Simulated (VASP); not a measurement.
# Hf (P6_3/mmc) in VASP: notebook

Hf is run at these levels: PBEsol; tasks: single point.

Program: VASP 6.6.1. These are calculated values, not measurements. Logs are shortened: lines on timing, memory, paths and dates and some standing lists are left out, and cuts for length are marked.

### Step 1. The cell of the first run

The structure is hexagonal, space group P6_3/mmc (No. 194). Conventional cell: a = 3.205 Å, b = 3.205 Å, c = 5.052 Å, α = 90.00°, β = 90.00°, γ = 120.00°. Hf (site symmetry -6m2) has 12 Hf at 3.13 to 3.20 Å within 4.1 Å.

### Step 2. Single point, PBEsol (volume scaled by 1.040)

INCAR reads:

```
SYSTEM = Hf
ALGO     = Fast           ! electronic algorithm
EDIFF    = 1E-6           ! SCF threshold, eV
ENCUT    = 520            ! plane-wave cutoff, eV
GGA      = PS             ! functional
ISIF     = 2              ! what is computed and relaxed
ISMEAR   = 0              ! smearing method
LASPH    = .TRUE.         ! aspherical terms in the spheres
LCHARG   = .FALSE.        ! write CHGCAR
LREAL    = .FALSE.        ! projectors in reciprocal space
LWAVE    = .FALSE.        ! write WAVECAR
NBANDS   = 17             ! bands
NELM     = 60             ! most SCF steps
PREC     = Accurate       ! precision mode
SIGMA    = 0.05           ! smearing width, eV
```

KPOINTS reads:

```
k-points
0
G
  16 16 10
  0 0 0
```

POSCAR reads:

```
Hf
1.0
    3.2047607420      0.0000000000      0.0000000000
   -1.6023803710      2.7754042156      0.0000000000
    0.0000000000      0.0000000000      5.0518374541
Hf
2
Direct
    0.3333333333      0.6666666667      0.2500000000
    0.6666666667      0.3333333333      0.7500000000
```

Potentials or basis: VASP PAW PBE potentials, release 64 (Hf_pv).

Run with:

```
$ cat potpaw_PBE.64/Hf_pv/POTCAR > POTCAR
$ mpirun -np 1 vasp_std > vasp.out
```

OUTCAR:

```text
SYSTEM = Hf
   EDIFF = 1E-6
   ENCUT = 520
   GGA = PS
   ISIF = 2
   ISMEAR = 0
   LASPH = .TRUE.
   LREAL = .FALSE.
   NELM = 60
   PREC = Accurate

 ion  position               nearest neighbor table
   1  0.333  0.667  0.250-   2 3.13   2 3.13   2 3.13   2 3.13   2 3.13   2 3.13
   2  0.667  0.333  0.750-   1 3.13   1 3.13   1 3.13   1 3.13   1 3.13   1 3.13

  LATTYP: Found a hexagonal cell.
 ALAT       =     3.2047607420
 C/A-ratio  =     1.5763540123

  Lattice vectors:

 A1 = (   3.2047607420,   0.0000000000,   0.0000000000)
 A2 = (  -1.6023803710,   2.7754042156,   0.0000000000)
 A3 = (   0.0000000000,   0.0000000000,   5.0518374541)

Analysis of symmetry for initial positions (statically):
=====================================================================
 Subroutine PRICEL returns:
 Original cell was already a primitive cell.

 Routine SETGRP: Setting up the symmetry group for a
 hexagonal supercell.

 Subroutine GETGRP returns: Found 24 space group operations
 (whereof 12 operations were pure point group operations)
 out of a pool of 24 trial point group operations.

The static configuration has the point symmetry D_3d.
 The point group associated with its full space group is D_6h.

Analysis of symmetry for dynamics (positions and initial velocities):
=====================================================================
 Subroutine PRICEL returns:
 Original cell was already a primitive cell.

 Routine SETGRP: Setting up the symmetry group for a
 hexagonal supercell.

 Subroutine GETGRP returns: Found 24 space group operations
 (whereof 12 operations were pure point group operations)
 out of a pool of 24 trial point group operations.

The dynamic configuration has the point symmetry D_3d.
 The point group associated with its full space group is D_6h.

 Subroutine INISYM returns: Found 24 space group operations
 (whereof 12 operations are pure point group operations),
 and found     1 'primitive' translations

----------------------------------------------------------------------------------------

                                     Primitive cell

  volume of cell :      44.9336

  direct lattice vectors                    reciprocal lattice vectors
     3.204760742  0.000000000  0.000000000     0.312035774  0.180153938  0.000000000
    -1.602380371  2.775404216  0.000000000     0.000000000  0.360307877  0.000000000
     0.000000000  0.000000000  5.051837454     0.000000000  0.000000000  0.197947778

  length of vectors
     3.204760742  3.204760742  5.051837454     0.360307877  0.360307877  0.197947778

  position of ions in fractional coordinates (direct lattice)
     0.333333333  0.666666667  0.250000000
     0.666666667  0.333333333  0.750000000

  ion indices of the primitive-cell ions
   primitive index   ion index
                 1           1
                 2           2

----------------------------------------------------------------------------------------

 KPOINTS: k-points

Automatic generation of k-mesh.
 Grid dimensions read from file:
 generate k-points for:   16   16   10

 Generating k-lattice:

  Cartesian coordinates                     Fractional coordinates (reciprocal lattice)
     0.019502236  0.011259621  0.000000000     0.062500000  0.000000000  0.000000000
     0.000000000  0.022519242  0.000000000     0.000000000  0.062500000  0.000000000
     0.000000000  0.000000000  0.019794778     0.000000000  0.000000000  0.100000000

  Length of vectors
     0.022519242  0.022519242  0.019794778

  Shift w.r.t. Gamma in fractional coordinates (k-lattice)
     0.000000000  0.000000000  0.000000000

 Subroutine IBZKPT returns following result:
 ===========================================

 Found    180 irreducible k-points:

 Following reciprocal coordinates:
            Coordinates               Weight
  0.000000  0.000000  0.000000      1.000000
  0.062500  0.000000  0.000000      6.000000
  0.125000  0.000000  0.000000      6.000000
  0.187500  0.000000  0.000000      6.000000
  0.250000  0.000000  0.000000      6.000000
  0.312500  0.000000  0.000000      6.000000
[... 16 lines left out ...]
  0.187500  0.187500  0.000000      6.000000
  0.250000  0.187500  0.000000     12.000000
 [... further k-points ...]
   k-points           NKPTS =    180   k-points in BZ     NKDIM =    180   number of bands    NBANDS=     17
   number of dos      NEDOS =    301   number of ions     NIONS =      2
   total plane-waves  NPLWV =  23040
   dimension x,y,z NGX =    24 NGY =   24 NGZ =   40
   dimension x,y,z NGXF=    48 NGYF=   48 NGZF=   80
   ions per type =               2
   NGX,Y,Z   is equivalent  to a cutoff of  12.45, 12.45, 13.16 a.u.
   NGXF,Y,Z  is equivalent  to a cutoff of  24.90, 24.90, 26.33 a.u.
 SYSTEM =  Hf
   PREC   = accura    normal or accurate (medium, high low for compatibility)
   ISTART =      0    job   : 0-new  1-cont  2-samecut
   ICHARG =      2    charge: 1-file 2-atom 10-const
   ISPIN  =      1    spin polarized calculation?
   LNONCOLLINEAR =      F non collinear calculations
   LSORBIT =      F    spin-orbit coupling
   LASPH  =      T    aspherical Exc in radial PAW
   ENCUT  =  520.0 eV  38.22 Ry    6.18 a.u.   5.96  5.96  9.39*2*pi/ulx,y,z
   NELM   =     60;   NELMIN=  2; NELMDL= -5     # of ELM steps
   EDIFF  = 0.1E-05   stopping-criterion for ELM
   LREAL  =      F    real-space projection
   EDIFFG = 0.1E-04   stopping-criterion for IOM
   NSW    =      0    number of steps for IOM
   IBRION =     -1    ionic relax: 0-MD 1-quasi-New 2-CG
   NFREE  =      0    steps in history (QN), initial steepest desc. (CG)
   ISIF   =      2    stress and relaxation
   ISYM   =      2    0-nonsym 1-usesym 2-fastsym
   POTIM  = 0.5000    time-step for ionic-motion
   TEBEG  =    0.0;   TEEND  =   0.0 temperature during run
   PSTRESS=    0.0 pullay stress
   NELECT =      20.0000    total number of electrons
   NUPDOWN=      -1.0000    fix difference up-down
   EMIN   =  10.00;   EMAX   =-10.00  energy-range for DOS
   EFERMI =   0.00;   METHOD = LEGACY
   ISMEAR =     0;   SIGMA  =   0.05  broadening in eV -4-tet -1-fermi 0-gaus
   EFERMI_NEDOS =   21; number of points for ismear=-14 and -15
   IALGO  =     68    algorithm
   IMIX   =      4    mixing-type and parameters
     AMIX     =   0.40;   BMIX     =  1.00
     AMIX_MAG =   1.60;   BMIX_MAG =  1.00
  volume/ion in A,a.u.               =      22.47       151.61
  Fermi-wavevector in a.u.,A,eV,Ry     =   1.249955  2.362073 21.257577  1.562388
  Thomas-Fermi vector in A             =   2.383972
   LORBIT       =      0    0 simple, 1 ext, 2 COOP (PROOUT), +10 PAW based schemes
   GGA     = PS    functional components
   LHFCALC =     F    Hartree Fock is set to
   AEXX    =    0.0000 exact exchange contribution
   IVDW    =     0    specifies the selected vdW correction
   LEPSILON=     F    determine dielectric tensor
   LRPA    =     F    only Hartree local field effects (RPA)
 non-spin polarized calculation
 RMM-DIIS sequential band-by-band and
 Gauss-broadening in eV      SIGMA  =   0.05
  energy-cutoff  :      520.00
  volume of cell :       44.93
 maximum number of plane-waves:      1228
 NGX is ok and might be reduce to    24
   NGX = 11   NGY = 11   NGZ = 19

 number of electron      20.0000004 magnetization

 Free energy of the ion-electron system (eV)
  ---------------------------------------------------
  ext. energy  EPLUGINS =         0.00000000
  ---------------------------------------------------
  free energy    TOTEN  =       -20.98052790 eV

  energy without entropy =      -20.97842932  energy(sigma->0) =      -20.97947861

 E-fermi :   4.7435     XC(G=0): -11.3717

 val. band max:        4.7426898967   @ k =   0.0000   0.0000   0.3000
 cond. band min:       4.7439988346   @ k =   0.1250   0.0625   0.4000
 fundamental gap:      0.0013089379
 Fermi energy:         4.7434992582

 k-point     1 :       0.0000    0.0000    0.0000
  band No.  band energies     occupation
      1     -26.3111      2.00000
      2     -25.5704      2.00000
      3     -25.5704      2.00000
      4     -25.4436      2.00000
      5     -25.4407      2.00000
      6     -25.4407      2.00000
[... 9 lines left out ...]
     16       7.3077      0.00000
     17      10.0264      0.00000

 k-point     2 :       0.0625    0.0000    0.0000
  band No.  band energies     occupation
      1     -26.3010      2.00000
      2     -25.5916      2.00000
      3     -25.5776      2.00000
      4     -25.4632      2.00000
      5     -25.4483      2.00000
      6     -25.4435      2.00000
[... 9 lines left out ...]
     16       7.1936      0.00000
     17      10.3149      0.00000

 k-point     3 :       0.1250    0.0000    0.0000
  band No.  band energies     occupation
      1     -26.2715      2.00000
      2     -25.6521      2.00000
      3     -25.5978      2.00000
      4     -25.5265      2.00000
      5     -25.4625      2.00000
      6     -25.4518      2.00000
[... 9 lines left out ...]
     16       7.1281      0.00000
     17      10.3449      0.00000

 k-point     4 :       0.1875    0.0000    0.0000
  band No.  band energies     occupation
      1     -26.2249      2.00000
      2     -25.7428      2.00000
      3     -25.6270      2.00000
      4     -25.6185      2.00000
      5     -25.4862      2.00000
      6     -25.4650      2.00000
[... 9 lines left out ...]
     16       7.6288      0.00000
     17      10.6007      0.00000

 k-point     5 :       0.2500    0.0000    0.0000
  band No.  band energies     occupation
      1     -26.1649      2.00000
      2     -25.8499      2.00000
      3     -25.7233      2.00000
      4     -25.6603      2.00000
      5     -25.5192      2.00000
      6     -25.4815      2.00000
[... 9 lines left out ...]
     16       8.2916      0.00000
     17      10.8238      0.00000

 k-point     6 :       0.3125    0.0000    0.0000
  band No.  band energies     occupation
      1     -26.0967      2.00000
      2     -25.9567      2.00000
      3     -25.8244      2.00000
      4     -25.6927      2.00000
      5     -25.5601      2.00000
      6     -25.4987      2.00000
[... 9 lines left out ...]
     16       9.0671      0.00000
     17      10.9893      0.00000

 k-point     7 :       0.3750    0.0000    0.0000
  band No.  band energies     occupation
      1     -26.0470      2.00000
      2     -26.0279      2.00000
      3     -25.9075      2.00000
      4     -25.7196      2.00000
      5     -25.6058      2.00000
      6     -25.5136      2.00000
[... 9 lines left out ...]
     16       9.8767      0.00000
     17      11.0966      0.00000

 k-point     8 :       0.4375    0.0000    0.0000
  band No.  band energies     occupation
      1     -26.1070      2.00000
      2     -25.9709      2.00000
      3     -25.9620      2.00000
      4     -25.7372      2.00000
      5     -25.6472      2.00000
      6     -25.5238      2.00000
[... 9 lines left out ...]
     16      10.6417      0.00000
     17      11.1549      0.00000
[... 203 lines left out ...]
      1     -26.0737      2.00000
      2     -25.9469      2.00000
      3     -25.8657      2.00000
      4     -25.6975      2.00000
      5     -25.5747      2.00000
      6     -25.5436      2.00000
[... 9 lines left out ...]
     16       9.7248      0.00000
     17      10.7870      0.00000

 k-point    20 :       0.3125    0.1250    0.0000
  band No.  band energies     occupation
      1     -26.0301      2.00000
      2     -26.0059      2.00000
      3     -25.9152      2.00000
      4     -25.7440      2.00000
      5     -25.6210      2.00000
      6     -25.5641      2.00000
[... 9 lines left out ...]
     16      10.6151      0.00000
     17      10.8515      0.00000

 k-point    21 :       0.3750    0.1250    0.0000
  band No.  band energies     occupation
      1     -26.0852      2.00000
      2     -25.9483      2.00000
      3     -25.9473      2.00000
      4     -25.7756      2.00000
      5     -25.6643      2.00000
      6     -25.5776      2.00000
[... 9 lines left out ...]
     16      10.8860      0.00000
     17      11.3942      0.00000

 k-point    22 :       0.4375    0.1250    0.0000
  band No.  band energies     occupation
      1     -26.1044      2.00000
      2     -25.9585      2.00000
      3     -25.9231      2.00000
      4     -25.7867      2.00000
      5     -25.6844      2.00000
      6     -25.5823      2.00000
[... 9 lines left out ...]
     16      10.8966      0.00000
     17      11.7355      0.00000

 k-point    23 :       0.1875    0.1875    0.0000
  band No.  band energies     occupation
      1     -26.0798      2.00000
      2     -25.8983      2.00000
      3     -25.8933      2.00000
      4     -25.6831      2.00000
      5     -25.5707      2.00000
      6     -25.5607      2.00000
[... 9 lines left out ...]
     16       9.7212      0.00000
     17      10.6982      0.00000

 k-point    24 :       0.2500    0.1875    0.0000
  band No.  band energies     occupation
      1     -26.0137      2.00000
      2     -25.9803      2.00000
      3     -25.9238      2.00000
      4     -25.7344      2.00000
      5     -25.6153      2.00000
      6     -25.5983      2.00000
[... 9 lines left out ...]
     16      10.5977      0.00000
     17      10.7017      0.00000

 [... further k-points ...]

------------------------ aborting loop because EDIFF is reached ----------------------------------------

  FORCE on cell =-STRESS in cart. coord.  units (eV):
  Direction    XX          YY          ZZ          XY          YZ          ZX
  --------------------------------------------------------------------------------------
  -------------------------------------------------------------------------------------
  Total       -1.2619796     -1.2619796     -1.2740394      0.0000000     -0.0000000      0.0000000
  in kB      -44.9978442    -44.9978442    -45.4278542      0.0000000     -0.0000000      0.0000000
  external PRESSURE =     -45.1411809 kB  Pullay stress =       0.0000000 kB

 VOLUME and BASIS-vectors are now :
 -----------------------------------------------------------------------------
  energy-cutoff  :      520.00
  volume of cell :       44.93
      direct lattice vectors                 reciprocal lattice vectors
     3.204760742  0.000000000  0.000000000     0.312035774  0.180153938  0.000000000
    -1.602380371  2.775404216  0.000000000     0.000000000  0.360307877  0.000000000
     0.000000000  0.000000000  5.051837454     0.000000000  0.000000000  0.197947778

 POSITION                                       TOTAL-FORCE (eV/Angst)
 -----------------------------------------------------------------------------------
     -0.00000      1.85027      1.26296         0.000000     -0.000000      0.000000
      1.60238      0.92513      3.78888        -0.000000      0.000000      0.000000
 -----------------------------------------------------------------------------------
    total drift:                               -0.000000      0.000000     -0.000000

  FREE ENERGIE OF THE ION-ELECTRON SYSTEM (eV)
  ---------------------------------------------------
  free  energy   TOTEN  =       -20.9805279009 eV

  energy  without entropy=      -20.9784293239  energy(sigma->0) =      -20.97947861
```

It took 60 s on 1 thread of Intel Xeon 6975P-C (Granite Rapids), shared host; peak memory 0.24 GiB.

What came out:

```
Free energy            : -20.9805 eV
Pressure               : -4.5 GPa
Band gap on the k mesh : zero (band 10 reaches 5.89 eV, above the bottom of band 11 at 4.36 eV)
```

Levels at points of the mesh, in eV from the Fermi level:
```csv
k point,band 7,band 8,band 9,band 10,band 11,band 12,band 13,band 14
"(0.00, 0.00, 0.00)",-7.39,-3.71,0.67,1.15,1.15,1.46,1.97,1.97
"(0.50, 0.00, 0.00)",-3.37,-2.75,-2.22,-0.82,0.74,0.87,1.67,5.82
"(0.00, 0.00, 0.50)",-5.40,-5.40,0.15,0.15,1.03,1.03,1.03,1.03
"(0.50, 0.00, 0.50)",-3.41,-3.41,-0.98,-0.98,1.16,1.16,2.59,2.59
```

Caveat: the PAW data sets were made with another functional, which shifts forces and pressure a little; spin-orbit coupling is left out, which moves the levels of the heavy elements.

(Part 1 of 2 ends here.)
